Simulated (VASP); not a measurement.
# PbS (R-3m) in VASP: dielectric tensor with r2SCAN

Aim: the dielectric tensor of PbS with r2SCAN.

Program: VASP 6.6.1. These are calculated values, not measurements. Logs are shortened: lines on timing, memory, paths and dates and some standing lists are left out, and cuts for length are marked.

## Step 1: The cell of the first run

The structure is trigonal, space group R-3m (No. 166). Conventional cell: a = 4.267 Å, b = 4.267 Å, c = 10.239 Å, α = 90.00°, β = 90.00°, γ = 120.00°. Pb (site symmetry -3m) has 6 S at 3.00 Å within 3.9 Å. Within 3.9 Å of S (site symmetry -3m) lie 6 Pb at 3.00 Å.

## Step 2: Dielectric tensor, r2SCAN (epitaxial 111 strain +1.0%)

INCAR

```
SYSTEM = PbS
PREC = Accurate ; ENCUT = 520
EDIFF = 1E-8 ; ISMEAR = 0
SIGMA = 0.01 ; LREAL = .False.
LASPH = .True. ; NELM = 100
ALGO = Normal ; ISIF = 2
LWAVE = .False. ; LCHARG = .False.
METAGGA = R2SCAN ; LMIXTAU = .True.
LCALCEPS = .True.
```

KPOINTS

```
Automatic mesh
0
Gamma
  6 6 6
  0 0 0
```

POSCAR

```
PbS
1.0
   -0.0409198569      2.9761851461      2.9761851461
    2.9761851461     -0.0409198569      2.9761851461
    2.9761851461      2.9761851461     -0.0409198569
Pb S
1 1
Direct
    0.0000000000      0.0000000000      0.0000000000
    0.5000000000      0.5000000000      0.5000000000
```

Potentials or basis: VASP PAW PBE potentials, release 64 (Pb_d, S).

Launch:

```console
$ cat potpaw_PBE.64/Pb_d/POTCAR potpaw_PBE.64/S/POTCAR > POTCAR
$ mpirun -np 1 vasp_std > vasp.out
```

OUTCAR:

```text
SYSTEM = PbS
   PREC = Accurate
   ENCUT = 520
   EDIFF = 1E-8
   ISMEAR = 0
   LREAL = .False.
   LASPH = .True.
   NELM = 100
   ISIF = 2
   METAGGA = R2SCAN

 ion  position               nearest neighbor table
   1  0.000  0.000  0.000-   2 3.00   2 3.00   2 3.00   2 3.00   2 3.00   2 3.00
   2  0.500  0.500  0.500-   1 3.00   1 3.00   1 3.00   1 3.00   1 3.00   1 3.00

  LATTYP: Found a trigonal (rhomboedric) cell.
 ALAT       =     4.2091603061
 COS(alpha) =     0.4862049479

  Lattice vectors:

 A1 = (  -0.0409198569,   2.9761851461,   2.9761851461)
 A2 = (   2.9761851461,  -0.0409198569,   2.9761851461)
 A3 = (   2.9761851461,   2.9761851461,  -0.0409198569)

Analysis of symmetry for initial positions (statically):
=====================================================================
 Subroutine PRICEL returns:
 Original cell was already a primitive cell.

 Routine SETGRP: Setting up the symmetry group for a
 trigonal (rhombohedral) supercell.

 Subroutine GETGRP returns: Found 12 space group operations
 (whereof 12 operations were pure point group operations)
 out of a pool of 12 trial point group operations.

The static configuration has the point symmetry D_3d.

Analysis of symmetry for dynamics (positions and initial velocities):
=====================================================================
 Subroutine PRICEL returns:
 Original cell was already a primitive cell.

 Routine SETGRP: Setting up the symmetry group for a
 trigonal (rhombohedral) supercell.

 Subroutine GETGRP returns: Found 12 space group operations
 (whereof 12 operations were pure point group operations)
 out of a pool of 12 trial point group operations.

The dynamic configuration has the point symmetry D_3d.

 Subroutine INISYM returns: Found 12 space group operations
 (whereof 12 operations are pure point group operations),
 and found     1 'primitive' translations

----------------------------------------------------------------------------------------

                                     Primitive cell

  volume of cell :      53.8115

  direct lattice vectors                    reciprocal lattice vectors
    -0.040919857  2.976185146  2.976185146    -0.164574628  0.166868925  0.166868925
     2.976185146 -0.040919857  2.976185146     0.166868925 -0.164574628  0.166868925
     2.976185146  2.976185146 -0.040919857     0.166868925  0.166868925 -0.164574628

  length of vectors
     4.209160306  4.209160306  4.209160306     0.287706941  0.287706941  0.287706941

  position of ions in fractional coordinates (direct lattice)
     0.000000000  0.000000000  0.000000000
     0.500000000  0.500000000  0.500000000

  ion indices of the primitive-cell ions
   primitive index   ion index
                 1           1
                 2           2

----------------------------------------------------------------------------------------

 KPOINTS: Automatic mesh

Automatic generation of k-mesh.
 Grid dimensions read from file:
 generate k-points for:    6    6    6

 Generating k-lattice:

  Cartesian coordinates                     Fractional coordinates (reciprocal lattice)
    -0.027429105  0.027811487  0.027811487     0.166666667  0.000000000  0.000000000
     0.027811487 -0.027429105  0.027811487     0.000000000  0.166666667  0.000000000
     0.027811487  0.027811487 -0.027429105     0.000000000  0.000000000  0.166666667

  Length of vectors
     0.047951157  0.047951157  0.047951157

  Shift w.r.t. Gamma in fractional coordinates (k-lattice)
     0.000000000  0.000000000  0.000000000

 Subroutine IBZKPT returns following result:
 ===========================================

 Found     32 irreducible k-points:

 Following reciprocal coordinates:
[... 36 lines left out ...]
   ISTART =      0    job   : 0-new  1-cont  2-samecut
   ICHARG =      2    charge: 1-file 2-atom 10-const
   ISPIN  =      1    spin polarized calculation?
   LNONCOLLINEAR =      F non collinear calculations
   LSORBIT =      F    spin-orbit coupling
   LASPH  =      T    aspherical Exc in radial PAW
   ENCUT  =  520.0 eV  38.22 Ry    6.18 a.u.   7.83  7.83  7.83*2*pi/ulx,y,z
   NELM   =    100;   NELMIN=  2; NELMDL= -5     # of ELM steps
   EDIFF  = 0.1E-07   stopping-criterion for ELM
   LREAL  =      F    real-space projection
   EDIFFG = 0.1E-06   stopping-criterion for IOM
   NSW    =      0    number of steps for IOM
   IBRION =     -1    ionic relax: 0-MD 1-quasi-New 2-CG
   NFREE  =      0    steps in history (QN), initial steepest desc. (CG)
   ISIF   =      2    stress and relaxation
   ISYM   =      2    0-nonsym 1-usesym 2-fastsym
   POTIM  = 0.5000    time-step for ionic-motion
   TEBEG  =    0.0;   TEEND  =   0.0 temperature during run
   PSTRESS=    0.0 pullay stress
   NELECT =      20.0000    total number of electrons
   NUPDOWN=      -1.0000    fix difference up-down
   EMIN   =  10.00;   EMAX   =-10.00  energy-range for DOS
   EFERMI =   0.00;   METHOD = LEGACY
   ISMEAR =     0;   SIGMA  =   0.01  broadening in eV -4-tet -1-fermi 0-gaus
   EFERMI_NEDOS =   21; number of points for ismear=-14 and -15
   IALGO  =     38    algorithm
   IMIX   =      4    mixing-type and parameters
     AMIX     =   0.40;   BMIX     =  1.00
     AMIX_MAG =   1.60;   BMIX_MAG =  1.00
  volume/ion in A,a.u.               =      26.91       181.57
  Fermi-wavevector in a.u.,A,eV,Ry     =   1.177045  2.224293 18.849998  1.385436
  Thomas-Fermi vector in A             =   2.313399
   LORBIT       =      0    0 simple, 1 ext, 2 COOP (PROOUT), +10 PAW based schemes
   METAGGA = R2SCAN    functional components
   LHFCALC =     F    Hartree Fock is set to
   AEXX    =    0.0000 exact exchange contribution
   IVDW    =     0    specifies the selected vdW correction
   LEPSILON=     F    determine dielectric tensor
   LRPA    =     F    only Hartree local field effects (RPA)
   LRPA       =     F
 non-spin polarized calculation
 Gauss-broadening in eV      SIGMA  =   0.01
  energy-cutoff  :      520.00
  volume of cell :       53.81
 maximum number of plane-waves:      1458
   NGX = 15   NGY = 15   NGZ = 15

 Total electronic dipole moment: p[elc]=(     0.00001     0.00001     0.00000 ) |e| Angst

 number of electron      20.0000002 magnetization

 Free energy of the ion-electron system (eV)
  ---------------------------------------------------
  ext. energy  EPLUGINS =         0.00000000
  ---------------------------------------------------
  free energy    TOTEN  =       -65.61071967 eV

  energy without entropy =      -65.61071967  energy(sigma->0) =      -65.61071967

 E-fermi :   5.3464     XC(G=0): -10.0999

 val. band max:        5.2894494508   @ k =   0.5000   0.0000  -0.0000
 cond. band min:   10000.0000000000   @ k =   0.0000   0.0000   0.0000
 fundamental gap:   9994.7105505492
 Fermi energy:         5.3464174601

 k-point     1 :       0.0000    0.0000    0.0000
  band No.  band energies     occupation
      1     -12.1110      2.00000
      2     -12.1101      2.00000
      3     -12.1101      2.00000
      4     -12.0911      2.00000
      5     -12.0910      2.00000
      6      -8.6352      2.00000
      7      -0.8741      2.00000
      8       3.0740      2.00000
      9       3.0740      2.00000
     10       3.2214      2.00000
     11   10000.0000      0.00000
     12   10000.0000      0.00000
     13   10000.0000      0.00000
     14   10000.0000      0.00000
[... 377 lines left out ...]
      1     -12.2094      2.00000
      2     -12.1135      2.00000
      3     -12.0852      2.00000
      4     -12.0752      2.00000
      5     -12.0552      2.00000
      6      -7.0239      2.00000
      7      -2.5955      2.00000
      8       0.5412      2.00000
      9       1.3793      2.00000
     10       3.5010      2.00000
     11   10000.0000      0.00000
     12   10000.0000      0.00000
     13   10000.0000      0.00000
     14   10000.0000      0.00000

 [... further k-points ...]

------------------------ aborting loop because EDIFF is reached ----------------------------------------

            Ionic dipole moment: p[ion]=(   -17.73435   -17.73435   -17.73435 ) |e| Angst

 Total electronic dipole moment: p[elc]=(    -0.00024    -0.00024     0.03762 ) |e| Angst

 MACROSCOPIC STATIC DIELECTRIC TENSOR (including local field effects)
 ------------------------------------------------------
          13.650356    -0.083692    -0.083692
          -0.083692    13.650356    -0.083692
          -0.083692    -0.083692    13.650356
 ------------------------------------------------------

 PIEZOELECTRIC TENSOR (including local field effects) (e Angst)
          XX          YY          ZZ          XY          YZ          ZX
  --------------------------------------------------------------------------------
  x     0.00000     0.00000     0.00000     0.00000     0.00000     0.00000
  y     0.00000     0.00000     0.00000     0.00000     0.00000     0.00000
  z     0.00000     0.00000     0.00000     0.00000     0.00000     0.00000

 PIEZOELECTRIC TENSOR (including local field effects) (C/m^2)
          XX          YY          ZZ          XY          YZ          ZX
  --------------------------------------------------------------------------------
  x     0.00000     0.00000     0.00000     0.00000     0.00000     0.00000
  y     0.00000     0.00000     0.00000     0.00000     0.00000     0.00000
  z     0.00000     0.00000     0.00000     0.00000     0.00000     0.00000

 BORN EFFECTIVE CHARGES (including local field effects) (in |e|, cummulative output)
 ---------------------------------------------------------------------------------
 ion    1
    1     4.33891    -0.08585    -0.08585
    2    -0.08585     4.33891    -0.08585
    3    -0.08585    -0.08585     4.33891
 ion    2
    1    -4.33891     0.08585     0.08585
    2     0.08585    -4.33891     0.08585
    3     0.08585     0.08585    -4.33891

  FORCE on cell =-STRESS in cart. coord.  units (eV):
  Direction    XX          YY          ZZ          XY          YZ          ZX
  --------------------------------------------------------------------------------------
  -------------------------------------------------------------------------------------
  Total       -0.1925040     -0.1925040     -0.1925040      0.0930110      0.0930110      0.0930110
  in kB       -5.7315934     -5.7315934     -5.7315934      2.7693006      2.7693006      2.7693006
  external PRESSURE =      -5.7315934 kB  Pullay stress =       0.0000000 kB

 VOLUME and BASIS-vectors are now :
 -----------------------------------------------------------------------------
  energy-cutoff  :      520.00
  volume of cell :       53.81
      direct lattice vectors                 reciprocal lattice vectors
    -0.040919857  2.976185146  2.976185146    -0.164574628  0.166868925  0.166868925
     2.976185146 -0.040919857  2.976185146     0.166868925 -0.164574628  0.166868925
     2.976185146  2.976185146 -0.040919857     0.166868925  0.166868925 -0.164574628

 POSITION                                       TOTAL-FORCE (eV/Angst)
 -----------------------------------------------------------------------------------
      0.00000      0.00000      0.00000         0.000000      0.000000     -0.000000
      2.95573      2.95573      2.95573        -0.000000     -0.000000      0.000000
 -----------------------------------------------------------------------------------
    total drift:                                0.000000     -0.000000     -0.000000

  FREE ENERGIE OF THE ION-ELECTRON SYSTEM (eV)
  ---------------------------------------------------
  free  energy   TOTEN  =       -65.6107196714 eV

  energy  without entropy=      -65.6107196714  energy(sigma->0) =      -65.61071967
```

It took 46 min on 1 thread of Intel Xeon Platinum 8259CL at 2.50GHz (Skylake/Cascade Lake), shared host; peak memory 0.37 GiB.

What came out:

| Item | Value |
| --- | --- |
| Band gap on the k mesh | 0.60 eV (least direct gap 0.71 eV) |
| Electronic dielectric tensor (diagonal) | 13.65 |
| Born charges (mean of the diagonal) | Pb +4.34; S -4.34 e |

Levels at points of the mesh, in eV from the valence-band top:
| k point | band 7 | band 8 | band 9 | band 10 | band 11 | band 12 | band 13 | band 14 |
| --- | --- | --- | --- | --- | --- | --- | --- | --- |
| (0.00, 0.00, 0.00) | -6.16 | -2.22 | -2.22 | -2.07 | 5.45 | 5.48 | 5.48 | 7.13 |
| (0.50, 0.00, 0.00) | -8.95 | -1.80 | -1.74 | 0.00 | 0.74 | 2.26 | 2.34 | 9.12 |
| (0.50, 0.50, 0.00) | -7.31 | -5.11 | -3.46 | -3.33 | 4.29 | 5.80 | 5.98 | 6.05 |
| (0.50, 0.50, 0.50) | -8.85 | -1.84 | -1.84 | -0.11 | 0.60 | 2.14 | 2.14 | 9.15 |

Electronic dielectric tensor:
```
13.65 -0.08 -0.08
-0.08 13.65 -0.08
-0.08 -0.08 13.65
```

Born effective charge tensors (e):
atom 1, Pb
```
 4.34 -0.09 -0.09
-0.09  4.34 -0.09
-0.09 -0.09  4.34
```
atom 2, S
```
-4.34  0.09  0.09
 0.09 -4.34  0.09
 0.09  0.09 -4.34
```

Dipole moments of the cell (e·Å, modulo the quantum): ionic -17.734, -17.734, -17.734; electronic 0.000, 0.000, 0.038

Caveat: the cell differs from its parent crystal (epitaxial 111 strain +1.0%); the gap is small at this level, which inflates the dielectric constant; the PAW data sets were made with another functional, which shifts forces and pressure a little; spin-orbit coupling is left out, which moves the levels of the heavy elements. A k mesh can miss the band edges.

The gap in the log of VASP goes by the Fermi energy; the results here count the filled bands.